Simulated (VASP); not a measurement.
Here is a VASP 6.6.1 calculation.

File INCAR:

```
ALGO = Normal
EDIFF = 1E-8
ENCUT = 520
ISIF = 2
ISMEAR = 0
LASPH = T
LCALCEPS = T
LCHARG = F
LMIXTAU = T
LREAL = F
LWAVE = F
METAGGA = R2SCAN
NELM = 60
PREC = Accurate
SIGMA = 0.01
```

File KPOINTS:

```
k-points
0
Gamma
  6 6 4
```

The input POSCAR:

```
HfO2
1.0
    3.5766926640      0.0000000000      0.0000000000
    0.0000000000      3.5766926640      0.0000000000
    0.0000000000      0.0000000000      5.2022243965
Hf O
2 4
Direct
    0.5000000000      0.5000000000      0.5000000000
    0.0000000000      0.0000000000      0.0000000000
    0.0000000000      0.5000000000      0.6962101057
    0.5000000000      0.0000000000      0.8037898943
    0.5000000000      0.0000000000      0.3037898943
    0.0000000000      0.5000000000      0.1962101057
```

Potentials or basis: VASP PAW PBE potentials, release 64 (Hf_pv, O).

Command:

```console
$ cat potpaw_PBE.64/Hf_pv/POTCAR potpaw_PBE.64/O/POTCAR > POTCAR
$ mpirun -np 1 vasp_std > vasp.out
```

Q: What does it give for the electronic dielectric tensor (diagonal)?

A: 4.84, 4.84, 4.39.

Q: What does it give for the Born charges (mean of the diagonal)?

A: Hf +5.24; O -2.62 e.

Q: Estimate the band gap on the k mesh.

A: 5.24 eV (least direct gap 5.32 eV).

Born effective charge tensors (e):
atom 1, Hf
```
5.48 0.00 0.00
0.00 5.48 0.00
0.00 0.00 4.77
```
atom 2, Hf
```
5.48 0.00 0.00
0.00 5.48 0.00
0.00 0.00 4.77
```
atom 3, O
```
-3.42  0.00  0.00
 0.00 -2.05  0.00
 0.00  0.00 -2.39
```
atom 4, O
```
-3.42  0.00  0.00
 0.00 -2.05  0.00
 0.00  0.00 -2.39
```
atom 5, O
```
-2.05  0.00  0.00
 0.00 -3.42  0.00
 0.00  0.00 -2.39
```
atom 6, O
```
-2.05  0.00  0.00
 0.00 -3.42  0.00
 0.00  0.00 -2.39
```

Caveat: spin-orbit coupling is left out, which moves the levels of the heavy elements. A k mesh can miss the band edges.
